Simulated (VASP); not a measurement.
# AlN (P6_3mc) in VASP: a series of runs

AlN is run at these levels: LDA; tasks: relaxation of cell and atoms.

All numbers are computed with VASP 6.6.1; they aren't measurements. Logs are shortened: lines on timing, memory, paths and dates and some standing lists are left out, and cuts for length are marked.

**1. The cell of the first run**

It takes space group P6_3mc (No. 186, hexagonal). Conventional cell: a = 3.089 Å, b = 3.089 Å, c = 4.943 Å, α = 90.00°, β = 90.00°, γ = 120.00°. Al (site symmetry 3m) has 4 N at 1.88 to 1.89 Å within 2.5 Å. Within 2.5 Å of N (site symmetry 3m) lie 4 Al at 1.88 to 1.89 Å.

**2. Relaxation of cell and atoms, LDA, target pressure 10 GPa, at which the enthalpy is minimised**

INCAR reads:

```
SYSTEM = AlN
PREC = Accurate
ENCUT = 600
EDIFF = 1E-7
ISMEAR = 0
SIGMA = 0.01
LREAL = .FALSE.
LASPH = .TRUE.
NELM = 60
ALGO = Normal
ISIF = 3
LWAVE = .FALSE.
LCHARG = .FALSE.
GGA = CA
IBRION = 2
NSW = 100
EDIFFG = -0.002
PSTRESS = 100.0
```

KPOINTS reads:

```
Automatic mesh
0
G
  8 8 4
  0 0 0
```

POSCAR reads:

```
AlN
1.0
    3.0887700518      0.0000000000      0.0000000000
   -1.5443850259      2.6749533313      0.0000000000
    0.0000000000      0.0000000000      4.9432745661
Al N
2 2
Direct
    0.3333333333      0.6666666667     -0.0009915582
    0.6666666667      0.3333333333      0.4990084418
    0.3333333333      0.6666666667      0.3809915582
    0.6666666667      0.3333333333      0.8809915582
```

Potentials or basis: VASP PAW LDA potentials, release 64 (Al, N).

The run is started by

```console
$ cat potpaw_LDA.64/Al/POTCAR potpaw_LDA.64/N/POTCAR > POTCAR
$ mpirun -np 1 vasp_std > vasp.out
```

OUTCAR:

```text
SYSTEM = AlN
   PREC = Accurate
   ENCUT = 600
   EDIFF = 1E-7
   ISMEAR = 0
   LREAL = .FALSE.
   LASPH = .TRUE.
   NELM = 60
   ISIF = 3
   GGA = CA
   IBRION = 2
   NSW = 100
   EDIFFG = -0.002
   PSTRESS = 100.0

 ion  position               nearest neighbor table
   1  0.333  0.667  0.999-   4 1.88   4 1.88   4 1.88   3 1.89   2 3.05   2 3.05   2 3.05   2 3.05
                             2 3.05   2 3.05
   2  0.667  0.333  0.499-   3 1.88   3 1.88   3 1.88   4 1.89   1 3.05   1 3.05   1 3.05   1 3.05
                             1 3.05   1 3.05
   3  0.333  0.667  0.381-   2 1.88   2 1.88   2 1.88   1 1.89
   4  0.667  0.333  0.881-   1 1.88   1 1.88   1 1.88   2 1.89

  LATTYP: Found a hexagonal cell.
 ALAT       =     3.0887700518
 C/A-ratio  =     1.6004022582

  Lattice vectors:

 A1 = (   3.0887700518,   0.0000000000,   0.0000000000)
 A2 = (  -1.5443850259,   2.6749533313,   0.0000000000)
 A3 = (   0.0000000000,   0.0000000000,   4.9432745661)

Analysis of symmetry for initial positions (statically):
=====================================================================
 Subroutine PRICEL returns:
 Original cell was already a primitive cell.

 Routine SETGRP: Setting up the symmetry group for a
 hexagonal supercell.

 Subroutine GETGRP returns: Found 12 space group operations
 (whereof  6 operations were pure point group operations)
 out of a pool of 24 trial point group operations.

The static configuration has the point symmetry C_3v.
 The point group associated with its full space group is C_6v.

Analysis of symmetry for dynamics (positions and initial velocities):
=====================================================================
 Subroutine PRICEL returns:
 Original cell was already a primitive cell.

 Routine SETGRP: Setting up the symmetry group for a
 hexagonal supercell.

 Subroutine GETGRP returns: Found 12 space group operations
 (whereof  6 operations were pure point group operations)
 out of a pool of 24 trial point group operations.

The dynamic configuration has the point symmetry C_3v.
 The point group associated with its full space group is C_6v.

 Subroutine INISYM returns: Found 12 space group operations
 (whereof  6 operations are pure point group operations),
 and found     1 'primitive' translations

----------------------------------------------------------------------------------------

                                     Primitive cell

  volume of cell :      40.8429

  direct lattice vectors                    reciprocal lattice vectors
     3.088770052  0.000000000  0.000000000     0.323753463  0.186919149  0.000000000
    -1.544385026  2.674953331  0.000000000     0.000000000  0.373838298  0.000000000
     0.000000000  0.000000000  4.943274566     0.000000000  0.000000000  0.202295055

  length of vectors
     3.088770052  3.088770052  4.943274566     0.373838298  0.373838298  0.202295055

  position of ions in fractional coordinates (direct lattice)
     0.333333333  0.666666667  0.999008442
     0.666666667  0.333333333  0.499008442
     0.333333333  0.666666667  0.380991558
     0.666666667  0.333333333  0.880991558

  ion indices of the primitive-cell ions
   primitive index   ion index
                 1           1
                 2           2
                 3           3
                 4           4

----------------------------------------------------------------------------------------

 KPOINTS: Automatic mesh

Automatic generation of k-mesh.
 Grid dimensions read from file:
 generate k-points for:    8    8    4

 Generating k-lattice:

  Cartesian coordinates                     Fractional coordinates (reciprocal lattice)
     0.040469183  0.023364894  0.000000000     0.125000000  0.000000000  0.000000000
     0.000000000  0.046729787  0.000000000     0.000000000  0.125000000  0.000000000
     0.000000000  0.000000000  0.050573764     0.000000000  0.000000000  0.250000000

  Length of vectors
     0.046729787  0.046729787  0.050573764

  Shift w.r.t. Gamma in fractional coordinates (k-lattice)
     0.000000000  0.000000000  0.000000000

 Subroutine IBZKPT returns following result:
 ===========================================

 Found     30 irreducible k-points:

 Following reciprocal coordinates:
            Coordinates               Weight
  0.000000  0.000000  0.000000      1.000000
  0.125000  0.000000  0.000000      6.000000
  0.250000  0.000000  0.000000      6.000000
  0.375000  0.000000  0.000000      6.000000
  0.500000  0.000000  0.000000      3.000000
  0.125000  0.125000  0.000000      6.000000
[... 16 lines left out ...]
  0.250000  0.000000  0.500000      6.000000
  0.375000  0.000000  0.500000      6.000000
 [... further k-points ...]
   k-points           NKPTS =     30   k-points in BZ     NKDIM =     30   number of bands    NBANDS=     12
   number of dos      NEDOS =    301   number of ions     NIONS =      4
   total plane-waves  NPLWV =  31360
   dimension x,y,z NGX =    28 NGY =   28 NGZ =   40
   dimension x,y,z NGXF=    56 NGYF=   56 NGZF=   80
   ions per type =               2   2
   NGX,Y,Z   is equivalent  to a cutoff of  15.07, 15.07, 13.45 a.u.
   NGXF,Y,Z  is equivalent  to a cutoff of  30.14, 30.14, 26.90 a.u.
 SYSTEM =  AlN
   PREC   = accura    normal or accurate (medium, high low for compatibility)
   ISTART =      0    job   : 0-new  1-cont  2-samecut
   ICHARG =      2    charge: 1-file 2-atom 10-const
   ISPIN  =      1    spin polarized calculation?
   LNONCOLLINEAR =      F non collinear calculations
   LSORBIT =      F    spin-orbit coupling
   LASPH  =      T    aspherical Exc in radial PAW
   ENCUT  =  600.0 eV  44.10 Ry    6.64 a.u.   6.17  6.17  9.87*2*pi/ulx,y,z
   NELM   =     60;   NELMIN=  2; NELMDL= -5     # of ELM steps
   EDIFF  = 0.1E-06   stopping-criterion for ELM
   LREAL  =      F    real-space projection
   EDIFFG = -.2E-02   stopping-criterion for IOM
   NSW    =    100    number of steps for IOM
   IBRION =      2    ionic relax: 0-MD 1-quasi-New 2-CG
   NFREE  =      1    steps in history (QN), initial steepest desc. (CG)
   ISIF   =      3    stress and relaxation
   ISYM   =      2    0-nonsym 1-usesym 2-fastsym
   POTIM  = 0.5000    time-step for ionic-motion
   TEBEG  =    0.0;   TEEND  =   0.0 temperature during run
   PSTRESS=  100.0 pullay stress
   NELECT =      16.0000    total number of electrons
   NUPDOWN=      -1.0000    fix difference up-down
   EMIN   =  10.00;   EMAX   =-10.00  energy-range for DOS
   EFERMI =   0.00;   METHOD = LEGACY
   ISMEAR =     0;   SIGMA  =   0.01  broadening in eV -4-tet -1-fermi 0-gaus
   EFERMI_NEDOS =   21; number of points for ismear=-14 and -15
   IALGO  =     38    algorithm
   IMIX   =      4    mixing-type and parameters
     AMIX     =   0.40;   BMIX     =  1.00
     AMIX_MAG =   1.60;   BMIX_MAG =  1.00
  volume/ion in A,a.u.               =      10.21        68.91
  Fermi-wavevector in a.u.,A,eV,Ry     =   1.197869  2.263644 19.522865  1.434890
  Thomas-Fermi vector in A             =   2.333773
   LORBIT       =      0    0 simple, 1 ext, 2 COOP (PROOUT), +10 PAW based schemes
   GGA     = CA    functional components
   LHFCALC =     F    Hartree Fock is set to
   AEXX    =    0.0000 exact exchange contribution
   IVDW    =     0    specifies the selected vdW correction
   LEPSILON=     F    determine dielectric tensor
   LRPA    =     F    only Hartree local field effects (RPA)
 conjugate gradient relaxation of ions
 non-spin polarized calculation
 Gauss-broadening in eV      SIGMA  =   0.01
  energy-cutoff  :      600.00
  volume of cell :       40.84
 maximum number of plane-waves:      1387
 NGX is ok and might be reduce to    28
   NGX = 13   NGY = 13   NGZ = 19

--------------------------------------- Ionic step        1  -------------------------------------------

 number of electron      15.9999999 magnetization

 Free energy of the ion-electron system (eV)
  ---------------------------------------------------
  ext. energy  EPLUGINS =         0.00000000
  ---------------------------------------------------
  free energy    TOTEN  =       -32.84224270 eV

  energy without entropy =      -32.84224270  energy(sigma->0) =      -32.84224270

------------------------ aborting loop because EDIFF is reached ----------------------------------------

  FORCE on cell =-STRESS in cart. coord.  units (eV):
  Direction    XX          YY          ZZ          XY          YZ          ZX
  --------------------------------------------------------------------------------------
  -------------------------------------------------------------------------------------
  Total        0.1408957      0.1408957      0.1351727      0.0000000      0.0000000      0.0000000
  in kB        5.5270282      5.5270282      5.3025305      0.0000000      0.0000000      0.0000000
  external PRESSURE =     -94.5478044 kB  Pullay stress =     100.0000000 kB
[... 305 lines left out ...]
  enthalpy is  TOTEN    =       -30.3431673907 eV   P V=        2.4467751903

--------------------------------------- Ionic step        9  -------------------------------------------

 number of electron      15.9999999 magnetization

 Free energy of the ion-electron system (eV)
  ---------------------------------------------------
  ext. energy  EPLUGINS =         0.00000000
  ---------------------------------------------------
  free energy    TOTEN  =       -32.78989739 eV

  energy without entropy =      -32.78989739  energy(sigma->0) =      -32.78989739

 E-fermi :   6.6624     XC(G=0): -11.5241

 val. band max:        6.5528810946   @ k =   0.0000   0.0000   0.0000
 cond. band min:      11.3241487982   @ k =   0.0000   0.0000   0.0000
 fundamental gap:      4.7712677035
 Fermi energy:         6.6624374933

 k-point     1 :       0.0000    0.0000    0.0000
  band No.  band energies     occupation
      1      -8.9063      2.00000
      2      -6.4623      2.00000
      3       0.1930      2.00000
      4       5.5946      2.00000
      5       5.5946      2.00000
      6       6.2749      2.00000
      7       6.2749      2.00000
      8       6.5529      2.00000
      9      11.3241      0.00000
     10      13.5888      0.00000
     11      17.5474      0.00000
     12      17.8844      0.00000
[... 331 lines left out ...]
 k-point    24 :       0.3750    0.0000    0.5000
  band No.  band energies     occupation
      1      -6.5824      2.00000
      2      -6.5824      2.00000
      3       1.1764      2.00000
      4       1.1764      2.00000
      5       4.9671      2.00000
      6       4.9671      2.00000
      7       5.0884      2.00000
      8       5.0884      2.00000
      9      12.3081      0.00000
     10      12.3081      0.00000
     11      16.2400      0.00000
     12      16.2400      0.00000

 [... further k-points ...]

------------------------ aborting loop because EDIFF is reached ----------------------------------------

  FORCE on cell =-STRESS in cart. coord.  units (eV):
  Direction    XX          YY          ZZ          XY          YZ          ZX
  --------------------------------------------------------------------------------------
  -------------------------------------------------------------------------------------
  Total        2.4429629      2.4429629      2.4397327      0.0000000      0.0000000      0.0000000
  in kB       99.8458272     99.8458272     99.7138075      0.0000000      0.0000000      0.0000000
  external PRESSURE =      -0.1981794 kB  Pullay stress =     100.0000000 kB
[... 19 lines left out ...]
  FREE ENERGIE OF THE ION-ELECTRON SYSTEM (eV)
  ---------------------------------------------------
  free  energy   TOTEN  =       -32.7898973852 eV

  energy  without entropy=      -32.7898973852  energy(sigma->0) =      -32.78989739

  enthalpy is  TOTEN    =       -30.3431622637 eV   P V=        2.4467351215

 reached required accuracy - stopping structural energy minimisation
```

Wall time 32 s (1 thread of Intel Xeon 6975P-C (Granite Rapids), shared host); peak memory 0.16 GiB.

Results:

| Item | Value |
| --- | --- |
| Free energy | -32.7899 eV |
| Relaxed volume | 9.80 Å³/atom |
| Relaxed cell | a = 3.050 Å, b = 3.050 Å, c = 4.865 Å, α = 90.00°, β = 90.00°, γ = 120.00° |
| Space group after relaxing (to 0.05 Å) | P6_3mc (No. 186) |
| Energy change on relaxing (the enthalpy is what falls) | +13.1 meV/atom |
| Ionic steps | 9 |
| Pressure after relaxing | 10.0 GPa |
| Band gap on the k mesh | 4.77 eV, direct |

The path:
```tsv
step	energy change (eV)	largest force (eV/Å)	pressure (GPa)	volume (Å³)
1	0.0000	0.0007	0.55	40.84
2	0.2374	0.0430	23.02	37.38
3	0.0512	0.0188	9.91	39.22
4	0.0532	0.0192	10.10	39.19
5	0.0533	0.0230	10.10	39.19
6	0.0535	0.0261	10.10	39.18
7	0.0513	0.0242	9.86	39.22
8	0.0523	0.0005	9.98	39.20
9	0.0523	0.0003	9.98	39.20
```

Final structure:
```xyz
4
Lattice="3.0503 0.0000 0.0000 -1.5251 2.6416 0.0000 0.0000 0.0000 4.8651" Properties=species:S:1:pos:R:3 pbc="T T T"
Al    0.0000    1.7611    4.8579
Al    1.5251    0.8805    2.4253
N     0.0000    1.7611    1.8560
N     1.5251    0.8805    4.2885
```

Caveat: the cell is relaxed towards a set pressure, so the enthalpy falls and the energy may rise. LDA usually gives volumes a few per cent too small.

**3. Relaxation of cell and atoms, LDA, target pressure 15 GPa, at which the enthalpy is minimised**

INCAR reads:

```
SYSTEM = AlN
  ALGO = Normal
  EDIFF = 1E-7
  EDIFFG = -0.002
  ENCUT = 600
  GGA = CA
  IBRION = 2
  ISIF = 3
  ISMEAR = 0
  LASPH = .TRUE.
  LCHARG = .FALSE.
  LREAL = .FALSE.
  LWAVE = .FALSE.
  NELM = 80
  NSW = 100
  PREC = Accurate
  PSTRESS = 150.0
  SIGMA = 0.01
```

KPOINTS reads:

```
k-points
0
G
  8 8 4
  0 0 0
```

POSCAR is that of step 2.

Potentials or basis: VASP PAW LDA potentials, release 64 (Al, N).

The run is started by

```console
$ cat potpaw_LDA.64/Al/POTCAR potpaw_LDA.64/N/POTCAR > POTCAR
$ mpirun -np 1 vasp_std > vasp.out
```

Run time: 30 s. Hardware: 1 thread of Intel Xeon 6975P-C (Granite Rapids), shared host; peak memory 0.16 GiB.

It converged, with:

```yaml
Free_energy: -32.7312 eV
Relaxed_volume: 9.61 Å³/atom
Relaxed_cell: a = 3.032 Å, b = 3.032 Å, c = 4.827 Å, α = 90.00°, β = 90.00°, γ = 120.00°
Space_group_after_relaxing_to_0.05_Å: P6_3mc (No. 186)
Energy_change_on_relaxing_the_enthalpy_is_what_falls: +27.8 meV/atom
Ionic_steps: 8
Pressure_after_relaxing: 15.0 GPa
Band_gap_on_the_k_mesh: 4.94 eV, direct
```

Step by step:
| step | energy change (eV) | largest force (eV/Å) | pressure (GPa) | volume (Å³) |
| --- | --- | --- | --- | --- |
| 1 | 0.0000 | 0.0007 | 0.55 | 40.84 |
| 2 | 0.5701 | 0.0710 | 38.54 | 35.64 |
| 3 | 0.1067 | 0.0279 | 14.73 | 38.50 |
| 4 | 0.1110 | 0.0285 | 15.03 | 38.45 |
| 5 | 0.1111 | 0.0359 | 15.03 | 38.45 |
| 6 | 0.1115 | 0.0425 | 15.03 | 38.44 |
| 7 | 0.1109 | 0.0312 | 14.96 | 38.45 |
| 8 | 0.1111 | 0.0000 | 14.99 | 38.44 |

Final structure:
```
CELL_PARAMETERS angstrom
3.03249 0.00000 0.00000
-1.51625 2.62622 0.00000
0.00000 0.00000 4.82735
ATOMIC_POSITIONS crystal
Al 0.33333 0.66667 0.99822
Al 0.66667 0.33333 0.49822
N 0.33333 0.66667 0.38178
N 0.66667 0.33333 0.88178
```

Levels at points of the mesh, in eV from the valence-band top:
| k point | band 6 | band 7 | band 8 | band 9 | band 10 | band 11 |
| --- | --- | --- | --- | --- | --- | --- |
| (0.00, 0.00, 0.00) | -0.31 | -0.31 | 0.00 | 4.94 | 7.18 | 11.16 |
| (0.50, 0.00, 0.00) | -2.31 | -1.96 | -0.78 | 5.85 | 5.87 | 8.75 |
| (0.00, 0.00, 0.50) | -0.66 | -0.66 | -0.66 | 7.09 | 7.09 | 10.81 |
| (0.50, 0.00, 0.50) | -1.63 | -1.47 | -1.47 | 5.44 | 5.44 | 9.53 |

Caveat: the cell is relaxed towards a set pressure, so the enthalpy falls and the energy may rise.
